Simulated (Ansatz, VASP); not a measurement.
## MgS in VASP and in Ansatz

Contents of POSCAR:

```
MgS
1.0
    0.0000000000      2.8308747665      2.8308747665
    2.8308747665      0.0000000000      2.8308747665
    2.8308747665      2.8308747665      0.0000000000
Mg S
1 1
Direct
    0.0000000000      0.0000000000      0.0000000000
    0.7500000000      0.7500000000      0.7500000000
```

INCAR.step1

```
SYSTEM = MgS
PREC = Accurate
ENCUT = 520
EDIFF = 1E-5
ISMEAR = 0
SIGMA = 0.01
LREAL = .FALSE.
LASPH = .TRUE.
NELM = 100
ALGO = Normal
ISIF = 2
LWAVE = .TRUE.
GGA = PE
NBANDS = 11
```

INCAR.step2

```
SYSTEM = MgS
PREC = Accurate
ENCUT = 520
EDIFF = 1E-6
ISMEAR = 0
SIGMA = 0.01
LREAL = .FALSE.
LASPH = .TRUE.
NELM = 100
ALGO = Normal
ISIF = 2
LWAVE = .FALSE.
LCHARG = .TRUE.
GGA = PE
LHFCALC = .TRUE.
HFSCREEN = 0.2079
PRECFOCK = Normal
LELF = .TRUE.
LVHAR = .TRUE.
ISTART = 1
NBANDS = 11
```

File KPOINTS:

```
regular mesh
0
G
  6 6 6
  0 0 0
```

Input for Ansatz:

```yaml
crystal:
  lattice:
    - [0.0, 2.8308747665, 2.8308747665]
    - [2.8308747665, 0.0, 2.8308747665]
    - [2.8308747665, 2.8308747665, 0.0]
  atoms:
    - { symbol: Mg, position: [0.0, 0.0, 0.0] }
    - { symbol: S, position: [0.75, 0.75, 0.75] }
kpoints:
  mp_grid: { grid: [6, 6, 6] }
  band_path:
    path:
      - [0.0, 0.0, 0.0]
      - [-0.5, -0.5, 0.0]
      - [-0.375, -0.375, 0.25]
      - [-0.375, 0.0, 0.375]
      - [0.0, 0.0, 0.5]
      - [-0.5, -0.25, 0.25]
    npoints: 1
hamiltonian:
  xc: hse06
scf:
  occupations: { method: fixed }
  n_extra_bands: 4
output:
  forces: true
  stress: true
  eigenvalues: true
  write_density: true
  write_potential: true
  elf: true
  volumetric_format: npy
```

Alike in both runs: task single point; functional HSE06; k mesh 6 × 6 × 6; no spin polarisation.

|  | VASP | Ansatz |
| --- | --- | --- |
| version | VASP 6.6.1 | Ansatz 0.2.0 |
| potentials or method | VASP PAW PBE potentials, release 64 (Mg, S) | plane waves, PAW |
| plane-wave cutoff (eV) | 520 | 420 |
| occupations | gaussian, width 0.01 eV | fixed |
| valence electrons in the cell | 8 | 16 |

Ansatz gave:

| Quantity | Value |
| --- | --- |
| gap on the k mesh at the Fermi level (eV) | 4.53 |
| pressure (GPa) | 0.0 |

Q: Which values does VASP return?

A: gap on the k mesh at the Fermi level (eV): 4.51; pressure (GPa): -0.1.

VASP's potentials hold 8 valence electrons a cell and Ansatz's 16, so a difference there can come from the potentials and not from the codes. Ansatz's warnings: stress exchange threshold loose, stress scf threshold loose.
